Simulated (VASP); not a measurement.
Crystal: In.

```
CELL_PARAMETERS angstrom
3.33548 0.00000 0.00000
-1.66774 2.88861 0.00000
0.00000 0.00000 5.50914
ATOMIC_POSITIONS crystal
In 0.66667 0.33333 0.75000
In 0.33333 0.66667 0.25000
```

This isn't the form of In at room conditions, which is tetragonal.

- Program: VASP 6.6.1
- Task: relaxation of cell and atoms
- Functional: PBEsol
- Dispersion: D3(BJ)
- Potentials or basis: VASP PAW PBE potentials, release 64 (In_d)
- Cutoff: 600 eV
- k mesh: 9 × 9 × 5
- Occupations: fermi-dirac, width 0.05 eV
- Spin: no spin polarisation

At the start: pressure -3.6 GPa; volume 26.54 Å³/atom.

Problem. Where does the relaxation end?

Solution. Over 6 steps the energy falls by 27.7 meV/atom and the volume is 24.30 Å³/atom (-8.4 %); space group P6_3/mmc (No. 194, to 0.1 Å) before and after.

The path:
```csv
step,energy change (eV),largest force (eV/Å),pressure (GPa),volume (Å³)
1,0.0000,0.0000,-3.58,53.08
2,-0.0538,0.0000,0.07,48.65
3,-0.0538,0.0000,0.02,48.69
4,-0.0552,0.0000,0.02,48.63
5,-0.0554,0.0000,0.06,48.61
6,-0.0554,0.0000,0.05,48.61
```

Final structure:
```xyz
2
Lattice="3.2549 0.0000 0.0000 -1.6274 2.8188 0.0000 0.0000 0.0000 5.2978" Properties=species:S:1:pos:R:3 pbc="T T T"
In    1.6274    0.9396    3.9733
In    0.0000    1.8792    1.3244
```

Caveat: the PAW data sets were made with another functional, which shifts forces and pressure a little.
